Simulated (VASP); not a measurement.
Input of a VASP 6.6.1 run:

The input INCAR:

```
  PREC = Accurate
  ENCUT = 400
  EDIFF = 1E-6
  ISMEAR = 0
  SIGMA = 0.05
  LREAL = F
  LASPH = T
  NELM = 120
  ALGO = Normal
  ISIF = 2
  LWAVE = F
  LCHARG = T
  GGA = CA
  LELF = T
  LVHAR = T
  NBANDS = 20
  GGA_COMPAT = F
```

The input KPOINTS:

```
Automatic mesh
0
Gamma
  2 2 2
  0.5 0.5 0.5
```

Contents of POSCAR:

```
Al
1.0
    0.0000000000      4.0496100000      4.0496100000
    4.0496100000      0.0000000000      4.0496100000
    4.0496100000      4.0496100000      0.0000000000
Al
7
Direct
    0.0000000000      0.0000000000      0.1666666667
    0.0000000000      0.5000000000      0.0000000000
    0.0000000000      0.5000000000      0.5000000000
    0.5000000000      0.0000000000      0.0000000000
    0.5000000000      0.0000000000      0.5000000000
    0.5000000000      0.5000000000      0.0000000000
    0.5000000000      0.5000000000      0.5000000000
```

Potentials or basis: VASP PAW LDA potentials, release 64 (Al).

Launch:

```bash
$ cat potpaw_LDA.64/Al/POTCAR > POTCAR
$ mpirun -np 1 vasp_std > vasp.out
```

(1) What does it give for the pressure?

(2) What does it give for the largest force?

Results:

(1) -2.8 GPa.

(2) 0.787 eV/Å.

Caveat: the k points lie up to 0.67 Å⁻¹ apart.
